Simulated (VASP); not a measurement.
# Ta (Im-3m) in VASP: a series of runs, part 2 of 2

VASP 6.6.1.

**4. Single point, LDA**

This run uses another cell than the first one, of 16.71 Å³/atom.

INCAR reads:

```
  ALGO = Normal
  EDIFF = 1E-6
  ENCUT = 520
  GGA = CA
  ISIF = 2
  ISMEAR = -1
  LASPH = T
  LCHARG = F
  LREAL = F
  LWAVE = F
  NBANDS = 12
  NELM = 60
  PREC = Accurate
  SIGMA = 0.08
```

KPOINTS reads:

```
k-points
0
Gamma
  24 24 24
```

POSCAR reads:

```
Ta
1.0
   -1.6105574976      1.6105574976      1.6105574976
    1.6105574976     -1.6105574976      1.6105574976
    1.6105574976      1.6105574976     -1.6105574976
Ta
1
Direct
    0.0000000000      0.0000000000      0.0000000000
```

Potentials or basis: VASP PAW LDA potentials, release 64 (Ta_pv).

The run is started by

```console
$ cat potpaw_LDA.64/Ta_pv/POTCAR > POTCAR
$ mpirun -np 1 vasp_std > vasp.out
```

OUTCAR:

```text
EDIFF = 1E-6
   ENCUT = 520
   GGA = CA
   ISIF = 2
   ISMEAR = -1
   LASPH = T
   LREAL = F
   NELM = 60
   PREC = Accurate

 ion  position               nearest neighbor table
   1  0.000  0.000  0.000-

  LATTYP: Found a body centered cubic cell.
 ALAT       =     3.2211149952

  Lattice vectors:

 A1 = (  -1.6105574976,   1.6105574976,   1.6105574976)
 A2 = (   1.6105574976,  -1.6105574976,   1.6105574976)
 A3 = (   1.6105574976,   1.6105574976,  -1.6105574976)

Analysis of symmetry for initial positions (statically):
=====================================================================
 Subroutine PRICEL returns:
 Original cell was already a primitive cell.

 Routine SETGRP: Setting up the symmetry group for a
 body centered cubic supercell.

 Subroutine GETGRP returns: Found 48 space group operations
 (whereof 48 operations were pure point group operations)
 out of a pool of 48 trial point group operations.

The static configuration has the point symmetry O_h .

Analysis of symmetry for dynamics (positions and initial velocities):
=====================================================================
 Subroutine PRICEL returns:
 Original cell was already a primitive cell.

 Routine SETGRP: Setting up the symmetry group for a
 body centered cubic supercell.

 Subroutine GETGRP returns: Found 48 space group operations
 (whereof 48 operations were pure point group operations)
 out of a pool of 48 trial point group operations.

The dynamic configuration has the point symmetry O_h .

 Subroutine INISYM returns: Found 48 space group operations
 (whereof 48 operations are pure point group operations),
 and found     1 'primitive' translations

----------------------------------------------------------------------------------------

                                     Primitive cell

  volume of cell :      16.7105

  direct lattice vectors                    reciprocal lattice vectors
    -1.610557498  1.610557498  1.610557498     0.000000000  0.310451506  0.310451506
     1.610557498 -1.610557498  1.610557498     0.310451506  0.000000000  0.310451506
     1.610557498  1.610557498 -1.610557498     0.310451506  0.310451506  0.000000000

  length of vectors
     2.789567414  2.789567414  2.789567414     0.439044730  0.439044730  0.439044730

  position of ions in fractional coordinates (direct lattice)
     0.000000000  0.000000000  0.000000000

  ion indices of the primitive-cell ions
   primitive index   ion index
                 1           1

----------------------------------------------------------------------------------------

 KPOINTS: k-points

Automatic generation of k-mesh.
 Grid dimensions read from file:
 generate k-points for:   24   24   24

 Generating k-lattice:

  Cartesian coordinates                     Fractional coordinates (reciprocal lattice)
     0.000000000  0.012935479  0.012935479     0.041666667  0.000000000  0.000000000
     0.012935479  0.000000000  0.012935479     0.000000000  0.041666667  0.000000000
     0.012935479  0.012935479  0.000000000     0.000000000  0.000000000  0.041666667

  Length of vectors
     0.018293530  0.018293530  0.018293530

  Shift w.r.t. Gamma in fractional coordinates (k-lattice)
     0.000000000  0.000000000  0.000000000

 Subroutine IBZKPT returns following result:
 ===========================================

 Found    413 irreducible k-points:

 Following reciprocal coordinates:
            Coordinates               Weight
  0.000000  0.000000  0.000000      1.000000
  0.041667  0.000000  0.000000     12.000000
  0.083333  0.000000  0.000000     12.000000
  0.125000  0.000000  0.000000     12.000000
  0.166667  0.000000  0.000000     12.000000
  0.208333  0.000000  0.000000     12.000000
[... 16 lines left out ...]
  0.416667  0.041667  0.000000     48.000000
  0.458333  0.041667  0.000000     48.000000
 [... further k-points ...]
   k-points           NKPTS =    413   k-points in BZ     NKDIM =    413   number of bands    NBANDS=     12
   number of dos      NEDOS =    301   number of ions     NIONS =      1
   total plane-waves  NPLWV =  13824
   dimension x,y,z NGX =    24 NGY =   24 NGZ =   24
   dimension x,y,z NGXF=    48 NGYF=   48 NGZF=   48
   ions per type =               1
   NGX,Y,Z   is equivalent  to a cutoff of  14.30, 14.30, 14.30 a.u.
   NGXF,Y,Z  is equivalent  to a cutoff of  28.61, 28.61, 28.61 a.u.
 SYSTEM =  unknown system
   PREC   = accura    normal or accurate (medium, high low for compatibility)
   ISTART =      0    job   : 0-new  1-cont  2-samecut
   ICHARG =      2    charge: 1-file 2-atom 10-const
   ISPIN  =      1    spin polarized calculation?
   LNONCOLLINEAR =      F non collinear calculations
   LSORBIT =      F    spin-orbit coupling
   LASPH  =      T    aspherical Exc in radial PAW
   ENCUT  =  520.0 eV  38.22 Ry    6.18 a.u.   5.19  5.19  5.19*2*pi/ulx,y,z
   NELM   =     60;   NELMIN=  2; NELMDL= -5     # of ELM steps
   EDIFF  = 0.1E-05   stopping-criterion for ELM
   LREAL  =      F    real-space projection
   EDIFFG = 0.1E-04   stopping-criterion for IOM
   NSW    =      0    number of steps for IOM
   IBRION =     -1    ionic relax: 0-MD 1-quasi-New 2-CG
   NFREE  =      0    steps in history (QN), initial steepest desc. (CG)
   ISIF   =      2    stress and relaxation
   ISYM   =      2    0-nonsym 1-usesym 2-fastsym
   POTIM  = 0.5000    time-step for ionic-motion
   TEBEG  =    0.0;   TEEND  =   0.0 temperature during run
   PSTRESS=    0.0 pullay stress
   NELECT =      11.0000    total number of electrons
   NUPDOWN=      -1.0000    fix difference up-down
   EMIN   =  10.00;   EMAX   =-10.00  energy-range for DOS
   EFERMI =   0.00;   METHOD = LEGACY
   ISMEAR =    -1;   SIGMA  =   0.08  broadening in eV -4-tet -1-fermi 0-gaus
   EFERMI_NEDOS =   21; number of points for ismear=-14 and -15
   IALGO  =     38    algorithm
   IMIX   =      4    mixing-type and parameters
     AMIX     =   0.40;   BMIX     =  1.00
     AMIX_MAG =   1.60;   BMIX_MAG =  1.00
  volume/ion in A,a.u.               =      16.71       112.77
  Fermi-wavevector in a.u.,A,eV,Ry     =   1.424108  2.691173 27.593740  2.028083
  Thomas-Fermi vector in A             =   2.544634
   LORBIT       =      0    0 simple, 1 ext, 2 COOP (PROOUT), +10 PAW based schemes
   GGA     = CA    functional components
   LHFCALC =     F    Hartree Fock is set to
   AEXX    =    0.0000 exact exchange contribution
   IVDW    =     0    specifies the selected vdW correction
   LEPSILON=     F    determine dielectric tensor
   LRPA    =     F    only Hartree local field effects (RPA)
 non-spin polarized calculation
  energy-cutoff  :      520.00
  volume of cell :       16.71
 maximum number of plane-waves:       468
 NGX is ok and might be reduce to    24
   NGX = 11   NGY = 11   NGZ = 11

 number of electron      10.9999998 magnetization

 Free energy of the ion-electron system (eV)
  ---------------------------------------------------
  ext. energy  EPLUGINS =         0.00000000
  ---------------------------------------------------
  free energy    TOTEN  =       -12.82727642 eV

  energy without entropy =      -12.80174645  energy(sigma->0) =      -12.81451143

 E-fermi :   6.0385     XC(G=0): -13.1810

 val. band max:        6.0211194985   @ k =   0.3333   0.2083   0.0833
 cond. band min:       6.0416193927   @ k =  -0.2917   0.3750   0.1250
 fundamental gap:      0.0204998942
 Fermi energy:         6.0384807132

 k-point     1 :       0.0000    0.0000    0.0000
  band No.  band energies     occupation
      1     -26.5630      2.00000
      2     -26.5630      2.00000
      3     -26.5630      2.00000
      4      -2.0788      2.00000
      5       6.7013      0.00050
      6       6.7013      0.00050
      7       6.7013      0.00050
      8      10.2347      0.00000
      9      10.2347      0.00000
     10      19.9810      0.00000
     11      21.4632      0.00000
     12      21.4632      0.00000
[... 331 lines left out ...]
 k-point    24 :       0.4583    0.0417    0.0000
  band No.  band energies     occupation
      1     -28.0717      2.00000
      2     -27.0550      2.00000
      3     -26.5874      2.00000
      4       1.3859      2.00000
      5       4.2418      2.00000
      6       7.9592      0.00000
      7      10.1465      0.00000
      8      11.3378      0.00000
      9      14.5548      0.00000
     10      18.5706      0.00000
     11      18.9551      0.00000
     12      20.0085      0.00000

 [... further k-points ...]

------------------------ aborting loop because EDIFF is reached ----------------------------------------

  FORCE on cell =-STRESS in cart. coord.  units (eV):
  Direction    XX          YY          ZZ          XY          YZ          ZX
  --------------------------------------------------------------------------------------
  -------------------------------------------------------------------------------------
  Total        0.8332302      0.8332302      0.8332302      0.0000000      0.0000000      0.0000000
  in kB       79.8889813     79.8889813     79.8889813      0.0000000      0.0000000      0.0000000
  external PRESSURE =      79.8889813 kB  Pullay stress =       0.0000000 kB

 VOLUME and BASIS-vectors are now :
 -----------------------------------------------------------------------------
  energy-cutoff  :      520.00
  volume of cell :       16.71
      direct lattice vectors                 reciprocal lattice vectors
    -1.610557498  1.610557498  1.610557498     0.000000000  0.310451506  0.310451506
     1.610557498 -1.610557498  1.610557498     0.310451506  0.000000000  0.310451506
     1.610557498  1.610557498 -1.610557498     0.310451506  0.310451506  0.000000000

 POSITION                                       TOTAL-FORCE (eV/Angst)
 -----------------------------------------------------------------------------------
      0.00000      0.00000      0.00000         0.000000     -0.000000     -0.000000
 -----------------------------------------------------------------------------------
    total drift:                               -0.000000      0.000000      0.000000

  FREE ENERGIE OF THE ION-ELECTRON SYSTEM (eV)
  ---------------------------------------------------
  free  energy   TOTEN  =       -12.8272764159 eV

  energy  without entropy=      -12.8017464496  energy(sigma->0) =      -12.81451143
```

OSZICAR:

```text
N       E                     dE             d eps       ncg     rms          rms(c)
DAV:   1     0.595163970097E+02    0.59516E+02   -0.60871E+03  9992   0.885E+02
DAV:   2    -0.123041918955E+02   -0.71821E+02   -0.69885E+02 11112   0.246E+02
DAV:   3    -0.132674753712E+02   -0.96328E+00   -0.95182E+00 11728   0.270E+01
DAV:   4    -0.132697171308E+02   -0.22418E-02   -0.22416E-02 10832   0.144E+00
DAV:   5    -0.132697233268E+02   -0.61960E-05   -0.61962E-05 11372   0.726E-02    0.153E+01
DAV:   6    -0.129356091040E+02    0.33411E+00   -0.25583E-01 11384   0.523E+00    0.755E+00
DAV:   7    -0.128293410467E+02    0.10627E+00   -0.20722E-01 11528   0.448E+00    0.380E-01
DAV:   8    -0.128272913823E+02    0.20497E-02   -0.36153E-03 10312   0.646E-01    0.636E-02
DAV:   9    -0.128272767880E+02    0.14594E-04   -0.44038E-05 11496   0.720E-02    0.253E-02
DAV:  10    -0.128272764159E+02    0.37215E-06   -0.26148E-06 10560   0.175E-02
   1 F= -.12827276E+02 E0= -.12814511E+02  d E =-.255300E-01
```

Run time: 97 s. Hardware: 1 thread of AMD EPYC 7R13, shared host; peak memory 0.17 GiB.

Results:

```yaml
Free_energy: -12.8273 eV
Pressure: 8.0 GPa
Band_gap_on_the_k_mesh: zero (an odd number of electrons rules out a gap without spin polarisation)
```

Levels at points of the mesh, in eV from the Fermi level:
```csv
k point,band 2,band 3,band 4,band 5,band 6,band 7,band 8,band 9
"(0.00, 0.00, 0.00)",-32.60,-32.60,-8.12,0.66,0.66,0.66,4.20,4.20
"(0.50, 0.00, 0.00)",-33.09,-32.61,-4.72,-1.82,2.12,4.13,5.24,8.51
"(0.50, 0.50, 0.50)",-33.65,-33.65,-4.29,-4.29,7.42,7.42,7.42,9.47
```

Caveat: the cell stands under pressure; spin-orbit coupling is left out, which moves the levels of the heavy elements.

**5. Single point, LDA**

This run uses another cell than the first one, of 16.92 Å³/atom.

INCAR reads:

```
PREC = Accurate
ENCUT = 520
EDIFF = 1E-6
ISMEAR = -1
SIGMA = 0.08
LREAL = F
LASPH = T
NELM = 100
ALGO = Normal
ISIF = 2
LWAVE = F
LCHARG = F
GGA = CA
NBANDS = 12
```

KPOINTS reads:

```
regular mesh
0
Gamma
  24 24 24
```

POSCAR reads:

```
Ta
1.0
   -1.6172896451      1.6172896451      1.6172896451
    1.6172896451     -1.6172896451      1.6172896451
    1.6172896451      1.6172896451     -1.6172896451
Ta
1
Direct
    0.0000000000      0.0000000000      0.0000000000
```

The run is started by

```console
$ cat potpaw_LDA.64/Ta_pv/POTCAR > POTCAR
$ mpirun -np 1 vasp_std > vasp.out
```

Run time: 1.8 min. Hardware: 1 thread of AMD EPYC 7R13, shared host; peak memory 0.17 GiB.

It converged, with:

```yaml
Free_energy: -12.8358 eV
Pressure: 4.9 GPa
Band_gap_on_the_k_mesh: zero (an odd number of electrons rules out a gap without spin polarisation)
```

Levels at points of the mesh, in eV from the Fermi level:
```
           k point  band 2  band 3  band 4  band 5  band 6  band 7  band 8  band 9  band 10  band 11
(0.00, 0.00, 0.00)  -32.65  -32.65   -8.07    0.67    0.67    0.67    4.15    4.15    13.90    15.37
(0.50, 0.00, 0.00)  -33.12  -32.66   -4.66   -1.78    2.05    4.08    5.16    8.38    12.32    12.74
(0.50, 0.50, 0.50)  -33.66  -33.66   -4.21   -4.21    7.31    7.31    7.31    9.34     9.34     9.34
```

Caveat: the cell stands under pressure; spin-orbit coupling is left out, which moves the levels of the heavy elements.

**6. Single point, LDA**

This run uses another cell than the first one, of 17.15 Å³/atom.

INCAR reads:

```
  ALGO = Normal
  EDIFF = 1E-7
  ENCUT = 520
  GGA = CA
  ISIF = 2
  ISMEAR = -1
  LASPH = T
  LCHARG = F
  LREAL = F
  LWAVE = F
  NBANDS = 12
  NELM = 60
  PREC = Accurate
  SIGMA = 0.08
```

KPOINTS reads:

```
k-points
0
Gamma
  24 24 24
```

POSCAR reads:

```
Ta
1.0
   -1.6244396033      1.6244396033      1.6244396033
    1.6244396033     -1.6244396033      1.6244396033
    1.6244396033      1.6244396033     -1.6244396033
Ta
1
Direct
    0.0000000000      0.0000000000      0.0000000000
```

Potentials or basis: VASP PAW LDA potentials, release 64 (Ta_pv).

The run is started by

```console
$ cat potpaw_LDA.64/Ta_pv/POTCAR > POTCAR
$ mpirun -np 1 vasp_std > vasp.out
```

Wall time 2.1 min (1 thread of AMD EPYC 7R13, shared host); peak memory 0.17 GiB.

Results (log left out):

- Free energy: -12.8407 eV
- Pressure: 1.9 GPa
- Band gap on the k mesh: zero (an odd number of electrons rules out a gap without spin polarisation)

Levels at points of the mesh, in eV from the Fermi level:
```
           k point  band 3  band 4  band 5  band 6  band 7  band 8  band 9  band 10
(0.00, 0.00, 0.00)  -32.70   -8.03    0.67    0.67    0.67    4.10    4.10    13.86
(0.50, 0.00, 0.00)  -32.72   -4.60   -1.74    1.98    4.02    5.09    8.24    12.25
(0.50, 0.50, 0.50)  -33.68   -4.12   -4.12    7.20    7.20    7.20    9.21     9.21
```

Caveat: spin-orbit coupling is left out, which moves the levels of the heavy elements.

**7. Overview**

```tsv
cell	gap on the mesh (eV)	pressure (GPa)
a = 2.761 Å, angles 109.5°, 1 atom	none	16.1
a = 2.778 Å, angles 109.5°, 1 atom	none	11.0
a = 2.790 Å, angles 109.5°, 1 atom	none	8.0
a = 2.801 Å, angles 109.5°, 1 atom	none	4.9
a = 2.814 Å, angles 109.5°, 1 atom	none	1.9
```

Alike in all rows: task single point; level LDA; potentials or basis VASP PAW LDA potentials, release 64 (Ta_pv); no spin polarisation; k mesh 24 × 24 × 24; cutoff (eV) 520; smearing fermi-dirac 0.08 eV.

Caveats: spin-orbit coupling is left out, which moves the levels of the heavy elements; the cell stands under pressure (at least some runs).

Total energies depend on the potentials used, so only differences within one code and one set of settings carry meaning.

The gap in the log of VASP goes by the Fermi energy; the results here count the filled bands.